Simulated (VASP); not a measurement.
# SrO (Fm-3m) in VASP: single point with PBEsol

Aim: the single point of SrO with PBEsol.

Program: VASP 6.6.1. These are calculated values, not measurements. Logs are shortened: lines on timing, memory, paths and dates and some standing lists are left out, and cuts for length are marked.

## 1. The cell of the first run

Symmetry: Fm-3m, No. 225, cubic system. The conventional cell has a = 5.133 Å, b = 5.133 Å, c = 5.133 Å, α = 90.00°, β = 90.00°, γ = 90.00°. Sr (site symmetry m-3m) has 6 O at 2.57 Å within 3.4 Å. Within 3.4 Å of O (site symmetry m-3m) lie 6 Sr at 2.57 Å.

## 2. Single point, PBEsol

INCAR

```
PREC = Accurate
ENCUT = 600
EDIFF = 1E-6
ISMEAR = 0
SIGMA = 0.05
LREAL = F
LASPH = T
NELM = 120
ALGO = Normal
ISIF = 2
LWAVE = F
LCHARG = F
GGA = PS
NBANDS = 15
GGA_COMPAT = F
```

KPOINTS

```
regular mesh
0
Gamma
  16 16 16
```

POSCAR

```
SrO
1.0
    0.0000000000      2.5663000000      2.5663000000
    2.5663000000      0.0000000000      2.5663000000
    2.5663000000      2.5663000000      0.0000000000
Sr O
1 1
Direct
    0.5000000000      0.5000000000      0.5000000000
    0.0000000000      0.0000000000      0.0000000000
```

Potentials or basis: VASP PAW PBE potentials, release 64 (Sr_sv, O).

Launch:

```console
cat potpaw_PBE.64/Sr_sv/POTCAR potpaw_PBE.64/O/POTCAR > POTCAR
mpirun -np 1 vasp_std > vasp.out
```

OUTCAR:

```text
PREC = Accurate
   ENCUT = 600
   EDIFF = 1E-6
   ISMEAR = 0
   LREAL = F
   LASPH = T
   NELM = 120
   ISIF = 2
   GGA = PS

 ion  position               nearest neighbor table
   1  0.500  0.500  0.500-   2 2.57   2 2.57   2 2.57   2 2.57   2 2.57   2 2.57
   2  0.000  0.000  0.000-   1 2.57   1 2.57   1 2.57   1 2.57   1 2.57   1 2.57

  LATTYP: Found a face centered cubic cell.
 ALAT       =     5.1326000000

  Lattice vectors:

 A1 = (   0.0000000000,   2.5663000000,   2.5663000000)
 A2 = (   2.5663000000,   0.0000000000,   2.5663000000)
 A3 = (   2.5663000000,   2.5663000000,   0.0000000000)

Analysis of symmetry for initial positions (statically):
=====================================================================
 Subroutine PRICEL returns:
 Original cell was already a primitive cell.

 Routine SETGRP: Setting up the symmetry group for a
 face centered cubic supercell.

 Subroutine GETGRP returns: Found 48 space group operations
 (whereof 48 operations were pure point group operations)
 out of a pool of 48 trial point group operations.

The static configuration has the point symmetry O_h .

Analysis of symmetry for dynamics (positions and initial velocities):
=====================================================================
 Subroutine PRICEL returns:
 Original cell was already a primitive cell.

 Routine SETGRP: Setting up the symmetry group for a
 face centered cubic supercell.

 Subroutine GETGRP returns: Found 48 space group operations
 (whereof 48 operations were pure point group operations)
 out of a pool of 48 trial point group operations.

The dynamic configuration has the point symmetry O_h .

 Subroutine INISYM returns: Found 48 space group operations
 (whereof 48 operations are pure point group operations),
 and found     1 'primitive' translations

----------------------------------------------------------------------------------------

                                     Primitive cell

  volume of cell :      33.8028

  direct lattice vectors                    reciprocal lattice vectors
     0.000000000  2.566300000  2.566300000    -0.194833028  0.194833028  0.194833028
     2.566300000  0.000000000  2.566300000     0.194833028 -0.194833028  0.194833028
     2.566300000  2.566300000  0.000000000     0.194833028  0.194833028 -0.194833028

  length of vectors
     3.629296265  3.629296265  3.629296265     0.337460704  0.337460704  0.337460704

  position of ions in fractional coordinates (direct lattice)
     0.500000000  0.500000000  0.500000000
     0.000000000  0.000000000  0.000000000
[... 89 lines left out ...]
   NUPDOWN=      -1.0000    fix difference up-down
   EMIN   =  10.00;   EMAX   =-10.00  energy-range for DOS
   EFERMI =   0.00;   METHOD = LEGACY
   ISMEAR =     0;   SIGMA  =   0.05  broadening in eV -4-tet -1-fermi 0-gaus
   EFERMI_NEDOS =   21; number of points for ismear=-14 and -15
   IALGO  =     38    algorithm
   IMIX   =      4    mixing-type and parameters
     AMIX     =   0.40;   BMIX     =  1.00
     AMIX_MAG =   1.60;   BMIX_MAG =  1.00
  volume/ion in A,a.u.               =      16.90       114.06
  Fermi-wavevector in a.u.,A,eV,Ry     =   1.275843  2.410995 22.147245  1.627777
  Thomas-Fermi vector in A             =   2.408533
   LORBIT       =      0    0 simple, 1 ext, 2 COOP (PROOUT), +10 PAW based schemes
   GGA     = PS    functional components
   LHFCALC =     F    Hartree Fock is set to
   AEXX    =    0.0000 exact exchange contribution
   IVDW    =     0    specifies the selected vdW correction
   LEPSILON=     F    determine dielectric tensor
   LRPA    =     F    only Hartree local field effects (RPA)
 non-spin polarized calculation
 Gauss-broadening in eV      SIGMA  =   0.05
  energy-cutoff  :      600.00
  volume of cell :       33.80
 maximum number of plane-waves:      1158
 NGX is ok and might be reduce to    30
   NGX = 15   NGY = 15   NGZ = 15

 number of electron      15.9999997 magnetization

 Free energy of the ion-electron system (eV)
  ---------------------------------------------------
  ext. energy  EPLUGINS =         0.00000000
  ---------------------------------------------------
  free energy    TOTEN  =       -12.64113944 eV

  energy without entropy =      -12.64113944  energy(sigma->0) =      -12.64113944

 E-fermi :   1.7417     XC(G=0): -10.3035

 val. band max:        1.5132036108   @ k =   0.0000   0.0000   0.0000
 cond. band min:       4.6657941678   @ k =   0.5000   0.5000   0.0000
 fundamental gap:      3.1525905570
 Fermi energy:         1.7416539515

 k-point     1 :       0.0000    0.0000    0.0000
  band No.  band energies     occupation
      1     -30.7039      2.00000
      2     -13.4915      2.00000
      3     -12.3508      2.00000
      4     -12.3508      2.00000
      5     -12.3508      2.00000
      6       1.5132      2.00000
      7       1.5132      2.00000
      8       1.5132      2.00000
      9       5.3753      0.00000
     10       7.6878      0.00000
     11       7.6878      0.00000
     12       7.6878      0.00000
     13       9.8953      0.00000
     14       9.8953      0.00000
[... 401 lines left out ...]
      2     -13.7507      2.00000
      3     -12.3811      2.00000
      4     -12.3497      2.00000
      5     -12.1159      2.00000
      6       1.1466      2.00000
      7       1.3308      2.00000
      8       1.4684      2.00000
      9       5.8562      0.00000
     10       7.5003      0.00000
     11       7.8289      0.00000
     12       8.0304      0.00000
     13      10.0953      0.00000
     14      10.2578      0.00000
     15      14.7290      0.00000

 [... further k-points ...]

------------------------ aborting loop because EDIFF is reached ----------------------------------------

  FORCE on cell =-STRESS in cart. coord.  units (eV):
  Direction    XX          YY          ZZ          XY          YZ          ZX
  --------------------------------------------------------------------------------------
  -------------------------------------------------------------------------------------
  Total       -0.0017338     -0.0017338     -0.0017338      0.0000000     -0.0000000     -0.0000000
  in kB       -0.0821794     -0.0821794     -0.0821794      0.0000000     -0.0000000     -0.0000000
  external PRESSURE =      -0.0821794 kB  Pullay stress =       0.0000000 kB

 VOLUME and BASIS-vectors are now :
 -----------------------------------------------------------------------------
  energy-cutoff  :      600.00
  volume of cell :       33.80
      direct lattice vectors                 reciprocal lattice vectors
     0.000000000  2.566300000  2.566300000    -0.194833028  0.194833028  0.194833028
     2.566300000  0.000000000  2.566300000     0.194833028 -0.194833028  0.194833028
     2.566300000  2.566300000  0.000000000     0.194833028  0.194833028 -0.194833028

 POSITION                                       TOTAL-FORCE (eV/Angst)
 -----------------------------------------------------------------------------------
      2.56630      2.56630      2.56630         0.000000      0.000000      0.000000
      0.00000      0.00000      0.00000         0.000000      0.000000      0.000000
 -----------------------------------------------------------------------------------
    total drift:                               -0.000000      0.000000      0.000000

  FREE ENERGIE OF THE ION-ELECTRON SYSTEM (eV)
  ---------------------------------------------------
  free  energy   TOTEN  =       -12.6411394373 eV

  energy  without entropy=      -12.6411394373  energy(sigma->0) =      -12.64113944
```

OSZICAR:

```text
N       E                     dE             d eps       ncg     rms          rms(c)
DAV:   1     0.651150011166E+02    0.65115E+02   -0.84912E+03  4350   0.112E+03
DAV:   2    -0.111216956582E+02   -0.76237E+02   -0.69686E+02  6074   0.225E+02
DAV:   3    -0.145453940344E+02   -0.34237E+01   -0.34071E+01  6483   0.411E+01
DAV:   4    -0.146163260191E+02   -0.70932E-01   -0.70923E-01  5291   0.431E+00
DAV:   5    -0.146167787946E+02   -0.45278E-03   -0.45277E-03  5649   0.316E-01    0.172E+01
DAV:   6    -0.128141321004E+02    0.18026E+01   -0.57041E+00  4469   0.184E+01    0.201E+01
DAV:   7    -0.126672485450E+02    0.14688E+00   -0.28691E-01  5281   0.474E+00    0.118E+01
DAV:   8    -0.126400843464E+02    0.27164E-01   -0.12387E-01  5862   0.343E+00    0.413E-01
DAV:   9    -0.126409588995E+02   -0.87455E-03   -0.59875E-03  5497   0.474E-01    0.231E-01
DAV:  10    -0.126410523316E+02   -0.93432E-04   -0.27185E-04  5029   0.167E-01    0.888E-02
DAV:  11    -0.126411305169E+02   -0.78185E-04   -0.90695E-05  5009   0.761E-02    0.252E-02
DAV:  12    -0.126411394238E+02   -0.89069E-05   -0.12054E-05  4801   0.298E-02    0.111E-02
DAV:  13    -0.126411394373E+02   -0.13527E-07   -0.12613E-06  4313   0.895E-03
   1 F= -.12641139E+02 E0= -.12641139E+02  d E =-.189468E-13
```

stdout:

```text
POSCAR found type information on POSCAR SrO
 POSCAR found :  2 types and       2 ions
 scaLAPACK will be used
 -----------------------------------------------------------------------------
|                                                                             |
|                                                                             |
|     You enforced a specific xc type in the INCAR file but a different       |
|     I HOPE YOU KNOW WHAT YOU ARE DOING!                                     |
|                                                                             |
 -----------------------------------------------------------------------------

 LDA part: xc-table for (Slater+PW92), standard interpolation
 POSCAR, INCAR and KPOINTS ok, starting setup
 FFT: planning ... GRIDC
 FFT: planning ... GRID_SOFT
 FFT: planning ... GRID
 WAVECAR not read
 entering main loop
```

Run time: 94 s. Hardware: 1 thread of Intel Xeon 8259CL, shared host; peak memory 0.24 GiB.

Results:

```yaml
Free_energy: -12.6411 eV
Pressure: 0.0 GPa
Band_gap_on_the_k_mesh: 3.15 eV (least direct gap 3.24 eV)
```

Levels at points of the mesh, in eV from the valence-band top:
| k point | band 5 | band 6 | band 7 | band 8 | band 9 | band 10 | band 11 | band 12 |
| --- | --- | --- | --- | --- | --- | --- | --- | --- |
| (0.00, 0.00, 0.00) | -13.86 | 0.00 | 0.00 | 0.00 | 3.86 | 6.17 | 6.17 | 6.17 |
| (0.50, 0.00, 0.00) | -12.67 | -2.24 | -1.16 | -1.16 | 6.51 | 8.33 | 8.88 | 8.88 |
| (0.50, 0.50, 0.00) | -14.25 | -0.43 | -0.08 | -0.08 | 3.15 | 7.80 | 10.23 | 10.27 |

Caveat: the PAW data sets were made with another functional, which shifts forces and pressure a little.
